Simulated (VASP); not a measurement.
# Fe (P6_3/mmc) in VASP: settings compared

Fe is run at these levels: PBEsol, PBEsol+D3(BJ); tasks: single point.

All numbers are computed with VASP 6.6.1; they aren't measurements. Logs are shortened: lines on timing, memory, paths and dates and some standing lists are left out, and cuts for length are marked.

### 1 The cell of the first run

It takes space group P6_3/mmc (No. 194, hexagonal). The conventional cell has a = 2.401 Å, b = 2.401 Å, c = 3.790 Å, α = 90.00°, β = 90.00°, γ = 120.00°. Within 3.1 Å of Fe (site symmetry -6m2) lie 12 Fe at 2.35 to 2.40 Å.

### 2 Single point, PBEsol, collinear spin, ferromagnetic start (volume scaled by 0.96)

The input, INCAR:

```
PREC     = Accurate       # precision mode
ENCUT    = 600            # plane-wave cutoff, eV
EDIFF    = 1E-6           # SCF threshold, eV
ISMEAR   = -1             # smearing method
SIGMA    = 0.05           # smearing width, eV
LREAL    = F              # projectors in reciprocal space
LASPH    = T              # aspherical terms in the spheres
NELM     = 200            # most SCF steps
ALGO     = Normal         # electronic algorithm
ISIF     = 2              # what is computed and relaxed
LWAVE    = F              # write WAVECAR
LCHARG   = F              # write CHGCAR
ISPIN    = 2              # spin polarisation
MAGMOM   = 3 3            # initial moments
LORBIT   = 11             # projections on sites
LMAXMIX  = 4              # l up to which the mixer works
GGA      = PS             # functional
NBANDS   = 19             # bands
GGA_COMPAT= F
```

The input, KPOINTS:

```
Automatic mesh
0
Gamma
  12 12 7
```

The input, POSCAR:

```
Fe
1.0
    2.4012595311      0.0000000000      0.0000000000
   -1.2006297656      2.0795517550      0.0000000000
    0.0000000000      0.0000000000      3.7900100715
Fe
2
Direct
    0.6666666667      0.3333333333      0.7500000000
    0.3333333333      0.6666666667      0.2500000000
```

Potentials or basis: VASP PAW PBE potentials, release 64 (Fe).

Run with:

```bash
$ cat potpaw_PBE.64/Fe/POTCAR > POTCAR
$ mpirun -np 1 vasp_std > vasp.out
```

OUTCAR:

```text
PREC = Accurate
   ENCUT = 600
   EDIFF = 1E-6
   ISMEAR = -1
   LREAL = F
   LASPH = T
   NELM = 200
   ISIF = 2
   ISPIN = 2
   LORBIT = 11
   GGA = PS

 ion  position               nearest neighbor table
   1  0.667  0.333  0.750-   2 2.35   2 2.35   2 2.35   2 2.35   2 2.35   2 2.35
   2  0.333  0.667  0.250-   1 2.35   1 2.35   1 2.35   1 2.35   1 2.35   1 2.35

  LATTYP: Found a hexagonal cell.
 ALAT       =     2.4012595311
 C/A-ratio  =     1.5783425417

  Lattice vectors:

 A1 = (   2.4012595311,   0.0000000000,   0.0000000000)
 A2 = (  -1.2006297656,   2.0795517550,   0.0000000000)
 A3 = (   0.0000000000,   0.0000000000,   3.7900100715)

Analysis of symmetry for initial positions (statically):
=====================================================================
 Subroutine PRICEL returns:
 Original cell was already a primitive cell.

 Routine SETGRP: Setting up the symmetry group for a
 hexagonal supercell.

 Subroutine GETGRP returns: Found 24 space group operations
 (whereof 12 operations were pure point group operations)
 out of a pool of 24 trial point group operations.

The static configuration has the point symmetry D_3d.
 The point group associated with its full space group is D_6h.

Analysis of symmetry for dynamics (positions and initial velocities):
=====================================================================
 Subroutine PRICEL returns:
 Original cell was already a primitive cell.

 Routine SETGRP: Setting up the symmetry group for a
 hexagonal supercell.

 Subroutine GETGRP returns: Found 24 space group operations
 (whereof 12 operations were pure point group operations)
 out of a pool of 24 trial point group operations.

The dynamic configuration has the point symmetry D_3d.
 The point group associated with its full space group is D_6h.

Analysis of structural, dynamic, and magnetic symmetry:
=====================================================================
 Subroutine PRICEL returns:
 Original cell was already a primitive cell.

 Routine SETGRP: Setting up the symmetry group for a
 hexagonal supercell.

 Subroutine GETGRP returns: Found 24 space group operations
 (whereof 12 operations were pure point group operations)
 out of a pool of 24 trial point group operations.

The overall configuration has the point symmetry D_3d.
 The point group associated with its full space group is D_6h.

 Subroutine INISYM returns: Found 24 space group operations
 (whereof 12 operations are pure point group operations),
 and found     1 'primitive' translations

----------------------------------------------------------------------------------------

                                     Primitive cell

  volume of cell :      18.9256

  direct lattice vectors                    reciprocal lattice vectors
     2.401259531  0.000000000  0.000000000     0.416448113  0.240436430  0.000000000
    -1.200629766  2.079551755  0.000000000     0.000000000  0.480872860  0.000000000
     0.000000000  0.000000000  3.790010071     0.000000000  0.000000000  0.263851542

  length of vectors
     2.401259531  2.401259531  3.790010071     0.480872860  0.480872860  0.263851542

  position of ions in fractional coordinates (direct lattice)
     0.666666667  0.333333333  0.750000000
     0.333333333  0.666666667  0.250000000

  ion indices of the primitive-cell ions
   primitive index   ion index
                 1           1
                 2           2

----------------------------------------------------------------------------------------

 KPOINTS: Automatic mesh

Automatic generation of k-mesh.
 Grid dimensions read from file:
 generate k-points for:   12   12    7

 Generating k-lattice:

  Cartesian coordinates                     Fractional coordinates (reciprocal lattice)
     0.034704009  0.020036369  0.000000000     0.083333333  0.000000000  0.000000000
     0.000000000  0.040072738  0.000000000     0.000000000  0.083333333  0.000000000
     0.000000000  0.000000000  0.037693077     0.000000000  0.000000000  0.142857143

  Length of vectors
     0.040072738  0.040072738  0.037693077

  Shift w.r.t. Gamma in fractional coordinates (k-lattice)
     0.000000000  0.000000000  0.000000000

 Subroutine IBZKPT returns following result:
 ===========================================

 Found     76 irreducible k-points:

 Following reciprocal coordinates:
            Coordinates               Weight
  0.000000  0.000000  0.000000      1.000000
  0.083333  0.000000  0.000000      6.000000
  0.166667  0.000000  0.000000      6.000000
  0.250000  0.000000  0.000000      6.000000
  0.333333  0.000000  0.000000      6.000000
  0.416667  0.000000  0.000000      6.000000
[... 16 lines left out ...]
  0.250000  0.000000  0.142857     12.000000
  0.333333  0.000000  0.142857     12.000000
 [... further k-points ...]
   k-points           NKPTS =     76   k-points in BZ     NKDIM =     76   number of bands    NBANDS=     19
   number of dos      NEDOS =    301   number of ions     NIONS =      2
   total plane-waves  NPLWV =  12000
   dimension x,y,z NGX =    20 NGY =   20 NGZ =   30
   dimension x,y,z NGXF=    40 NGYF=   40 NGZF=   60
   ions per type =               2
   NGX,Y,Z   is equivalent  to a cutoff of  13.85, 13.85, 13.16 a.u.
   NGXF,Y,Z  is equivalent  to a cutoff of  27.69, 27.69, 26.32 a.u.
 SYSTEM =  unknown system
   PREC   = accura    normal or accurate (medium, high low for compatibility)
   ISTART =      0    job   : 0-new  1-cont  2-samecut
   ICHARG =      2    charge: 1-file 2-atom 10-const
   ISPIN  =      2    spin polarized calculation?
   LNONCOLLINEAR =      F non collinear calculations
   LSORBIT =      F    spin-orbit coupling
   LASPH  =      T    aspherical Exc in radial PAW
   ENCUT  =  600.0 eV  44.10 Ry    6.64 a.u.   4.80  4.80  7.57*2*pi/ulx,y,z
   NELM   =    200;   NELMIN=  2; NELMDL= -5     # of ELM steps
   EDIFF  = 0.1E-05   stopping-criterion for ELM
   LREAL  =      F    real-space projection
   EDIFFG = 0.1E-04   stopping-criterion for IOM
   NSW    =      0    number of steps for IOM
   IBRION =     -1    ionic relax: 0-MD 1-quasi-New 2-CG
   NFREE  =      0    steps in history (QN), initial steepest desc. (CG)
   ISIF   =      2    stress and relaxation
   ISYM   =      2    0-nonsym 1-usesym 2-fastsym
   POTIM  = 0.5000    time-step for ionic-motion
   TEBEG  =    0.0;   TEEND  =   0.0 temperature during run
   PSTRESS=    0.0 pullay stress
   NELECT =      16.0000    total number of electrons
   NUPDOWN=      -1.0000    fix difference up-down
   EMIN   =  10.00;   EMAX   =-10.00  energy-range for DOS
   EFERMI =   0.00;   METHOD = LEGACY
   ISMEAR =    -1;   SIGMA  =   0.05  broadening in eV -4-tet -1-fermi 0-gaus
   EFERMI_NEDOS =   21; number of points for ismear=-14 and -15
   IALGO  =     38    algorithm
   IMIX   =      4    mixing-type and parameters
     AMIX     =   0.40;   BMIX     =  1.00
     AMIX_MAG =   1.60;   BMIX_MAG =  1.00
  volume/ion in A,a.u.               =       9.46        63.86
  Fermi-wavevector in a.u.,A,eV,Ry     =   1.547979  2.925256 32.602815  2.396239
  Thomas-Fermi vector in A             =   2.652995
   LORBIT       =     11    0 simple, 1 ext, 2 COOP (PROOUT), +10 PAW based schemes
   GGA     = PS    functional components
   LHFCALC =     F    Hartree Fock is set to
   AEXX    =    0.0000 exact exchange contribution
   IVDW    =     0    specifies the selected vdW correction
   LEPSILON=     F    determine dielectric tensor
   LRPA    =     F    only Hartree local field effects (RPA)
 spin polarized calculation
  energy-cutoff  :      600.00
  volume of cell :       18.93
 maximum number of plane-waves:       651
 NGX is ok and might be reduce to    20
   NGX =  9   NGY =  9   NGZ = 15

 number of electron      15.9999997 magnetization      -0.0005733

 number of electron      15.9999997 magnetization       0.0004104

 Free energy of the ion-electron system (eV)
  ---------------------------------------------------
  ext. energy  EPLUGINS =         0.00000000
  ---------------------------------------------------
  free energy    TOTEN  =       -17.85820833 eV

  energy without entropy =      -17.83987690  energy(sigma->0) =      -17.84904262

 E-fermi :   7.6446     XC(G=0): -14.3907

 val. band max:        7.6200988980   @ k =   0.3333   0.3333   0.2857
 cond. band min:       7.6447565997   @ k =   0.3333   0.2500   0.2857
 fundamental gap:      0.0246577016
 Fermi energy:         7.6446388275

 spin component 1

 k-point     1 :       0.0000    0.0000    0.0000
  band No.  band energies     occupation
      1      -1.7778      1.00000
      2       2.1927      1.00000
      3       5.7656      1.00000
      4       5.7656      1.00000
      5       5.9264      1.00000
      6       6.2949      1.00000
[... 11 lines left out ...]
     18      35.1221      0.00000
     19      35.9760      0.00000
[... 485 lines left out ...]
 k-point    24 :       0.3333    0.0000    0.1429
  band No.  band energies     occupation
      1       1.7031      1.00000
      2       3.1262      1.00000
      3       3.6513      1.00000
      4       4.6389      1.00000
      5       5.7866      1.00000
      6       5.8586      1.00000
[... 11 lines left out ...]
     18      32.3849      0.00000
     19      34.4255      0.00000

 [... further k-points ...]

 spin component 2

 k-point     1 :       0.0000    0.0000    0.0000
  band No.  band energies     occupation
      1      -1.7778      1.00000
      2       2.1926      1.00000
      3       5.7657      1.00000
      4       5.7657      1.00000
      5       5.9263      1.00000
      6       6.2950      1.00000
[... 11 lines left out ...]
     18      35.1221      0.00000
     19      35.9760      0.00000
[... 485 lines left out ...]
 k-point    24 :       0.3333    0.0000    0.1429
  band No.  band energies     occupation
      1       1.7031      1.00000
      2       3.1262      1.00000
      3       3.6514      1.00000
      4       4.6390      1.00000
      5       5.7868      1.00000
      6       5.8586      1.00000
[... 11 lines left out ...]
     18      32.3848      0.00000
     19      34.4255      0.00000

 [... further k-points ...]
[... 5 lines left out ...]
  --------------------------------------------------------------------------------------
  -------------------------------------------------------------------------------------
  Total        1.3276944      1.3276944      1.6085389     -0.0000000      0.0000000      0.0000000
  in kB      112.3982380    112.3982380    136.1736112     -0.0000000      0.0000000      0.0000000
  external PRESSURE =     120.3233624 kB  Pullay stress =       0.0000000 kB

 VOLUME and BASIS-vectors are now :
 -----------------------------------------------------------------------------
  energy-cutoff  :      600.00
  volume of cell :       18.93
      direct lattice vectors                 reciprocal lattice vectors
     2.401259531  0.000000000  0.000000000     0.416448113  0.240436430  0.000000000
    -1.200629766  2.079551755  0.000000000     0.000000000  0.480872860  0.000000000
     0.000000000  0.000000000  3.790010071     0.000000000  0.000000000  0.263851542

 POSITION                                       TOTAL-FORCE (eV/Angst)
 -----------------------------------------------------------------------------------
      1.20063      0.69318      2.84251         0.000000      0.000000      0.000000
     -0.00000      1.38637      0.94750        -0.000000      0.000000      0.000000
 -----------------------------------------------------------------------------------
    total drift:                                0.000000      0.000000     -0.000000

  FREE ENERGIE OF THE ION-ELECTRON SYSTEM (eV)
  ---------------------------------------------------
  free  energy   TOTEN  =       -17.8582083327 eV

  energy  without entropy=      -17.8398769042  energy(sigma->0) =      -17.84904262

 total charge

# of ion       s       p       d       tot
------------------------------------------
    1        0.578   0.720   6.423   7.721
    2        0.578   0.720   6.423   7.721
--------------------------------------------------
tot          1.155   1.441  12.846  15.442

 magnetization (x)

# of ion       s       p       d       tot
------------------------------------------
    1       -0.000  -0.000   0.000   0.000
    2       -0.000  -0.000   0.000   0.000
--------------------------------------------------
tot         -0.000  -0.000   0.000   0.000
```

It took 1.8 min on 1 thread of AMD EPYC 7R13, shared host; peak memory 0.15 GiB.

Results:

| Item | Value |
| --- | --- |
| Free energy | -17.8582 eV |
| Pressure | 12.0 GPa |
| Band gap on the k mesh | zero (filled and empty bands overlap) |
| Net moment | 0.00 μB per cell |
| Valence electrons inside the program's atomic spheres | Fe 7.72 |

Stress tensor (GPa, compression positive):
```
11.24  0.00  0.00
 0.00 11.24  0.00
 0.00  0.00 13.62
```

Caveat: the cell differs from its parent crystal (volume scaled by 0.96); the starting moments collapsed, and a magnetic state may lie lower; the PAW data sets were made with another functional, which shifts forces and pressure a little.

### 3 Single point, PBEsol, collinear spin, ferromagnetic start (volume scaled by 1.04)

Changes to INCAR since step 2:

```diff
@@ -11,3 +11,3 @@
 LWAVE    = F              # write WAVECAR
-LCHARG   = F              # write CHGCAR
+LCHARG   = T              # write CHGCAR
 ISPIN    = 2              # spin polarisation
@@ -17,2 +17,4 @@
 GGA      = PS             # functional
+LELF     = T              # ELF
+LVHAR    = T            
 NBANDS   = 19             # bands
```

KPOINTS is that of step 2.

The input, POSCAR:

```
Fe
1.0
    2.4661896479      0.0000000000      0.0000000000
   -1.2330948240      2.1357828857      0.0000000000
    0.0000000000      0.0000000000      3.8924920371
Fe
2
Direct
    0.6666666667      0.3333333333      0.7500000000
    0.3333333333      0.6666666667      0.2500000000
```

Potentials or basis: VASP PAW PBE potentials, release 64 (Fe).

Run with:

```bash
$ cat potpaw_PBE.64/Fe/POTCAR > POTCAR
$ mpirun -np 1 vasp_std > vasp.out
```

Run time: 2.1 min. Hardware: 1 thread of AMD EPYC 7R13, shared host; peak memory 0.15 GiB.

It converged, with:

```yaml
Free_energy: -17.8442 eV
Pressure: -13.1 GPa
Band_gap_on_the_k_mesh: zero (filled and empty bands overlap)
Net_moment: 0.00 μB per cell
Valence_electrons_inside_the_program's_atomic_spheres: Fe 7.50
```

Stress tensor (GPa, compression positive):
```
-13.44   0.00   0.00
  0.00 -13.44   0.00
  0.00   0.00 -12.49
```

Levels at points of the mesh, in eV from the Fermi level:
Spin up:
| k point | band 6 | band 7 | band 8 | band 9 | band 10 | band 11 |
| --- | --- | --- | --- | --- | --- | --- |
| (0.00, 0.00, 0.00) | -1.20 | -1.20 | -0.86 | -0.86 | 0.50 | 0.69 |
| (0.50, 0.00, 0.00) | -1.53 | -1.08 | 0.79 | 1.01 | 1.06 | 2.63 |
Spin down:
```csv
k point,band 4,band 5,band 6,band 7,band 8,band 9,band 10,band 11,band 12,band 13
"(0.00, 0.00, 0.00)",-1.66,-1.53,-1.20,-1.20,-0.87,-0.87,0.50,0.69,0.69,8.69
"(0.50, 0.00, 0.00)",-2.09,-1.97,-1.53,-1.08,0.79,1.01,1.06,2.63,4.75,11.17
```

Caveat: the cell differs from its parent crystal (volume scaled by 1.04); the starting moments collapsed, and a magnetic state may lie lower; the PAW data sets were made with another functional, which shifts forces and pressure a little.

### 4 Single point, PBEsol+D3(BJ), collinear spin, ferromagnetic start

This run uses another cell than the first one, of 9.62 Å³/atom, 1.017 times its volume.

The input, INCAR:

```
SYSTEM = Fe
  ALGO = Normal
  EDIFF = 1E-6
  ENCUT = 520
  GGA = PS
  ISIF = 2
  ISMEAR = -1
  ISPIN = 2
  IVDW = 12
  LASPH = .True.
  LCHARG = .False.
  LMAXMIX = 4
  LORBIT = 11
  LREAL = .False.
  LWAVE = .False.
  MAGMOM = 3 3
  NBANDS = 19
  NELM = 150
  PREC = Accurate
  SIGMA = 0.05
```

The input, KPOINTS:

```
k-points
0
Gamma
  12 12 7
  0 0 0
```

The input, POSCAR:

```
Fe
1.0
    2.4113693491      0.0000000000      0.0000000000
   -1.2056846746      2.0883071142      0.0000000000
    0.0000000000      0.0000000000      3.8220827705
Fe
2
Direct
    0.6666666667      0.3333333333      0.7500000000
    0.3333333333      0.6666666667      0.2500000000
```

Run with:

```bash
$ cat potpaw_PBE.64/Fe/POTCAR > POTCAR
$ mpirun -np 1 vasp_std > vasp.out
```

Run time: 39 s. Hardware: 1 thread of Intel Xeon Platinum 8375C at 2.90GHz (Ice Lake), shared host; peak memory 0.17 GiB.

Results (log left out):

```
Free energy                                           : -18.6619 eV
Pressure                                              : -0.6 GPa
Band gap on the k mesh                                : zero (filled and empty bands overlap)
Net moment                                            : 0.00 μB per cell
Valence electrons inside the program's atomic spheres : Fe 7.67
Dispersion energy per atom                            : -0.392 eV
```

Stress tensor (GPa, compression positive):
```
-0.56  0.00  0.00
 0.00 -0.56  0.00
 0.00  0.00 -0.64
```

Levels at points of the mesh, in eV from the Fermi level:
Spin up:
```tsv
k point	band 4	band 5	band 6	band 7	band 8	band 9	band 10	band 11	band 12	band 13
(0.00, 0.00, 0.00)	-1.83	-1.71	-1.32	-1.32	-0.93	-0.93	0.47	0.76	0.76	9.28
(0.50, 0.00, 0.00)	-2.21	-2.14	-1.69	-1.19	0.88	1.12	1.15	2.86	5.13	11.74
```
Spin down:
```
           k point  band 5  band 6  band 7  band 8  band 9  band 10  band 11  band 12
(0.00, 0.00, 0.00)   -1.71   -1.32   -1.32   -0.93   -0.93     0.47     0.76     0.76
(0.50, 0.00, 0.00)   -2.14   -1.69   -1.19    0.88    1.12     1.15     2.86     5.13
```

Caveat: the starting moments collapsed, and a magnetic state may lie lower; the PAW data sets were made with another functional, which shifts forces and pressure a little; pairwise dispersion overbinds metals, which lowers pressure and volume.
